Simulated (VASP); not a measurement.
# MgCd2TeSe2 (P4/mmm) in VASP: single point with PBE

Aim: the single point of MgCd2TeSe2 with PBE.

Everything below comes from runs of VASP 6.6.1. Logs are shortened: lines on timing, memory, paths and dates and some standing lists are left out, and cuts for length are marked.

## (1) The cell of the first run

Symmetry: P4/mmm, No. 123, tetragonal system. Conventional cell: a = 4.777 Å, b = 4.777 Å, c = 6.147 Å, α = 90.00°, β = 90.00°, γ = 90.00°. Within 4.0 Å of Mg (site symmetry 4/mmm) lie 2 Te at 3.07 Å and 8 Cd at 3.64 Å and 8 Se at 3.89 Å. Within 3.6 Å of Cd (site symmetry 4mm) lie 2 Cd at 2.73 to 3.41 Å and 4 Se at 2.94 Å. Te (site symmetry 4/mmm) has 4 Se at 2.39 Å and 2 Mg at 3.07 Å within 3.2 Å. Within 3.2 Å of Se (site symmetry mmm) lie 2 Te at 2.39 Å and 4 Cd at 2.94 Å.

## (2) Single point, PBE

INCAR

```
PREC = Accurate ; ENCUT = 520
EDIFF = 1E-6 ; ISMEAR = 0
SIGMA = 0.1 ; LREAL = F
LASPH = T ; NELM = 80
ALGO = Normal ; ISIF = 2
LWAVE = F ; LCHARG = F
GGA = PE ; NBANDS = 31
```

KPOINTS

```
regular mesh
0
Gamma
  4 4 4
```

POSCAR

```
MgCd2TeSe2
1.0
    4.7771956600      0.0000000000      0.0000000000
    0.0000000000      4.7771956600      0.0000000000
    0.0000000000      0.0000000000      6.1472708600
Mg Cd Te Se
1 2 1 2
Direct
    0.0000000000      0.0000000000      0.5000000000
    0.5000000000      0.5000000000      0.7223759900
    0.5000000000      0.5000000000      0.2776240100
    0.0000000000      0.0000000000      0.0000000000
    0.5000000000      0.0000000000      0.0000000000
    0.0000000000      0.5000000000      0.0000000000
```

Potentials or basis: VASP PAW PBE potentials, release 64 (Mg, Cd, Te, Se).

The run is started by

```console
$ cat potpaw_PBE.64/Mg/POTCAR potpaw_PBE.64/Cd/POTCAR potpaw_PBE.64/Te/POTCAR potpaw_PBE.64/Se/POTCAR > POTCAR
$ mpirun -np 1 vasp_std > vasp.out
```

OUTCAR:

```text
PREC = Accurate
   ENCUT = 520
   EDIFF = 1E-6
   ISMEAR = 0
   LREAL = F
   LASPH = T
   NELM = 80
   ISIF = 2
   GGA = PE

 ion  position               nearest neighbor table
   1  0.000  0.000  0.500-   4 3.07   4 3.07   2 3.64   3 3.64   2 3.64   3 3.64   2 3.64   3 3.64
                             2 3.64   3 3.64
   2  0.500  0.500  0.722-   3 2.73   5 2.94   6 2.94   5 2.94   6 2.94   3 3.41   1 3.64   1 3.64
                             1 3.64   1 3.64
   3  0.500  0.500  0.278-   2 2.73   5 2.94   6 2.94   5 2.94   6 2.94   2 3.41   1 3.64   1 3.64
                             1 3.64   1 3.64
   4  0.000  0.000  0.000-   5 2.39   6 2.39   6 2.39   5 2.39   1 3.07   1 3.07
   5  0.500  0.000  0.000-   4 2.39   4 2.39   2 2.94   2 2.94   3 2.94   3 2.94
   6  0.000  0.500  0.000-   4 2.39   4 2.39   2 2.94   3 2.94   2 2.94   3 2.94

  LATTYP: Found a simple tetragonal cell.
 ALAT       =     4.7771956600
 C/A-ratio  =     1.2867948683

  Lattice vectors:

 A1 = (   4.7771956600,   0.0000000000,   0.0000000000)
 A2 = (   0.0000000000,   4.7771956600,   0.0000000000)
 A3 = (   0.0000000000,   0.0000000000,   6.1472708600)

Analysis of symmetry for initial positions (statically):
=====================================================================
 Subroutine PRICEL returns:
 Original cell was already a primitive cell.

 Routine SETGRP: Setting up the symmetry group for a
 simple tetragonal supercell.

 Subroutine GETGRP returns: Found 16 space group operations
 (whereof 16 operations were pure point group operations)
 out of a pool of 16 trial point group operations.

The static configuration has the point symmetry D_4h.

Analysis of symmetry for dynamics (positions and initial velocities):
=====================================================================
 Subroutine PRICEL returns:
 Original cell was already a primitive cell.

 Routine SETGRP: Setting up the symmetry group for a
 simple tetragonal supercell.

 Subroutine GETGRP returns: Found 16 space group operations
 (whereof 16 operations were pure point group operations)
 out of a pool of 16 trial point group operations.

The dynamic configuration has the point symmetry D_4h.

 Subroutine INISYM returns: Found 16 space group operations
 (whereof 16 operations are pure point group operations),
 and found     1 'primitive' translations

[... 95 lines left out ...]
   EDIFF  = 0.1E-05   stopping-criterion for ELM
   LREAL  =      F    real-space projection
   EDIFFG = 0.1E-04   stopping-criterion for IOM
   NSW    =      0    number of steps for IOM
   IBRION =     -1    ionic relax: 0-MD 1-quasi-New 2-CG
   NFREE  =      0    steps in history (QN), initial steepest desc. (CG)
   ISIF   =      2    stress and relaxation
   ISYM   =      2    0-nonsym 1-usesym 2-fastsym
   POTIM  = 0.5000    time-step for ionic-motion
   TEBEG  =    0.0;   TEEND  =   0.0 temperature during run
   PSTRESS=    0.0 pullay stress
   NELECT =      44.0000    total number of electrons
   NUPDOWN=      -1.0000    fix difference up-down
   EMIN   =  10.00;   EMAX   =-10.00  energy-range for DOS
   EFERMI =   0.00;   METHOD = LEGACY
   ISMEAR =     0;   SIGMA  =   0.10  broadening in eV -4-tet -1-fermi 0-gaus
   EFERMI_NEDOS =   21; number of points for ismear=-14 and -15
   IALGO  =     38    algorithm
   IMIX   =      4    mixing-type and parameters
     AMIX     =   0.40;   BMIX     =  1.00
     AMIX_MAG =   1.60;   BMIX_MAG =  1.00
  volume/ion in A,a.u.               =      23.38       157.79
  Fermi-wavevector in a.u.,A,eV,Ry     =   1.112285  2.101915 16.832841  1.237179
  Thomas-Fermi vector in A             =   2.248858
   LORBIT       =      0    0 simple, 1 ext, 2 COOP (PROOUT), +10 PAW based schemes
   GGA     = PE    functional components
   LHFCALC =     F    Hartree Fock is set to
   AEXX    =    0.0000 exact exchange contribution
   IVDW    =     0    specifies the selected vdW correction
   LEPSILON=     F    determine dielectric tensor
   LRPA    =     F    only Hartree local field effects (RPA)
 non-spin polarized calculation
 Gauss-broadening in eV      SIGMA  =   0.10
  energy-cutoff  :      520.00
  volume of cell :      140.29
 maximum number of plane-waves:      3824
 NGX is ok and might be reduce to    36
   NGX = 17   NGY = 17   NGZ = 23

 number of electron      44.0000008 magnetization

 Free energy of the ion-electron system (eV)
  ---------------------------------------------------
  ext. energy  EPLUGINS =         0.00000000
  ---------------------------------------------------
  free energy    TOTEN  =        -9.40158983 eV

  energy without entropy =       -9.38850267  energy(sigma->0) =       -9.39504625

 E-fermi :   4.8031     XC(G=0):  -9.8098

 val. band max:        4.7261733586   @ k =   0.5000   0.5000   0.0000
 cond. band min:       4.8049697802   @ k =   0.5000   0.2500   0.5000
 fundamental gap:      0.0787964216
 Fermi energy:         4.8030747489

 k-point     1 :       0.0000    0.0000    0.0000
  band No.  band energies     occupation
      1     -12.2202      2.00000
      2      -8.5469      2.00000
      3      -4.8155      2.00000
      4      -4.7247      2.00000
      5      -4.7247      2.00000
      6      -4.1487      2.00000
[... 601 lines left out ...]
     30       8.4585      0.00000
     31       8.6071      0.00000

------------------------ aborting loop because EDIFF is reached ----------------------------------------

  FORCE on cell =-STRESS in cart. coord.  units (eV):
  Direction    XX          YY          ZZ          XY          YZ          ZX
  --------------------------------------------------------------------------------------
  -------------------------------------------------------------------------------------
  Total       28.5689630     28.5689630      0.4496202      0.0000000      0.0000000      0.0000000
  in kB      326.2696304    326.2696304      5.1348529      0.0000000      0.0000000      0.0000000
  external PRESSURE =     219.2247045 kB  Pullay stress =       0.0000000 kB

 VOLUME and BASIS-vectors are now :
 -----------------------------------------------------------------------------
  energy-cutoff  :      520.00
  volume of cell :      140.29
      direct lattice vectors                 reciprocal lattice vectors
     4.777195660  0.000000000  0.000000000     0.209327830  0.000000000  0.000000000
     0.000000000  4.777195660  0.000000000     0.000000000  0.209327830  0.000000000
     0.000000000  0.000000000  6.147270860     0.000000000  0.000000000  0.162673815

 POSITION                                       TOTAL-FORCE (eV/Angst)
 -----------------------------------------------------------------------------------
      0.00000      0.00000      3.07364         0.000000      0.000000      0.000000
      2.38860      2.38860      4.44064        -0.000000     -0.000000     -0.226808
      2.38860      2.38860      1.70663         0.000000     -0.000000      0.226808
      0.00000      0.00000      0.00000         0.000000      0.000000      0.000000
      2.38860      0.00000      0.00000         0.000000      0.000000      0.000000
      0.00000      2.38860      0.00000         0.000000      0.000000      0.000000
 -----------------------------------------------------------------------------------
    total drift:                                0.000000      0.000000     -0.000000

  FREE ENERGIE OF THE ION-ELECTRON SYSTEM (eV)
  ---------------------------------------------------
  free  energy   TOTEN  =        -9.4015898294 eV

  energy  without entropy=       -9.3885026740  energy(sigma->0) =       -9.39504625
```

OSZICAR:

```text
N       E                     dE             d eps       ncg     rms          rms(c)
DAV:   1     0.280422516804E+03    0.28042E+03   -0.19843E+04  1116   0.125E+03
DAV:   2     0.755519843692E+01   -0.27287E+03   -0.26022E+03  1257   0.295E+02
DAV:   3    -0.100618777055E+02   -0.17617E+02   -0.17231E+02  1356   0.710E+01
DAV:   4    -0.102985675516E+02   -0.23669E+00   -0.23646E+00  1221   0.738E+00
DAV:   5    -0.103016158053E+02   -0.30483E-02   -0.30480E-02  1343   0.839E-01    0.222E+01
DAV:   6    -0.941522355163E+01    0.88639E+00   -0.21137E+00  1398   0.107E+01    0.131E+01
DAV:   7    -0.941062224217E+01    0.46013E-02   -0.68269E-01  1256   0.351E+00    0.337E+00
DAV:   8    -0.940278796988E+01    0.78343E-02   -0.61274E-02  1228   0.167E+00    0.618E-01
DAV:   9    -0.940172659170E+01    0.10614E-02   -0.13534E-02  1263   0.693E-01    0.154E-01
DAV:  10    -0.940158535161E+01    0.14124E-03   -0.21968E-03  1270   0.263E-01    0.984E-02
DAV:  11    -0.940157743311E+01    0.79185E-05   -0.19360E-04  1305   0.933E-02    0.399E-02
DAV:  12    -0.940158884336E+01   -0.11410E-04   -0.30289E-05  1235   0.352E-02    0.115E-02
DAV:  13    -0.940158982937E+01   -0.98601E-06   -0.25159E-06  1193   0.705E-03
   1 F= -.94015898E+01 E0= -.93950463E+01  d E =-.130872E-01
```

It took 84 s on 1 thread of Intel Xeon 6975P-C, shared host; peak memory 0.29 GiB.

What came out:

| Item | Value |
| --- | --- |
| Free energy | -9.4016 eV |
| Pressure | 21.9 GPa |
| Largest force | 0.227 eV/Å |
| Band gap on the k mesh | zero (band 22 reaches 5.26 eV, above the bottom of band 23 at 4.32 eV) |

Forces in eV/Å, atoms in the order of the input:
```
Mg   0.000  0.000  0.000
Cd   0.000  0.000 -0.227
Cd   0.000  0.000  0.227
Te   0.000  0.000  0.000
Se   0.000  0.000  0.000
Se   0.000  0.000  0.000
```

Stress tensor (GPa, compression positive):
```
32.63  0.00  0.00
 0.00 32.63  0.00
 0.00  0.00  0.51
```

Caveat: spin-orbit coupling is left out, which moves the levels of the heavy elements.
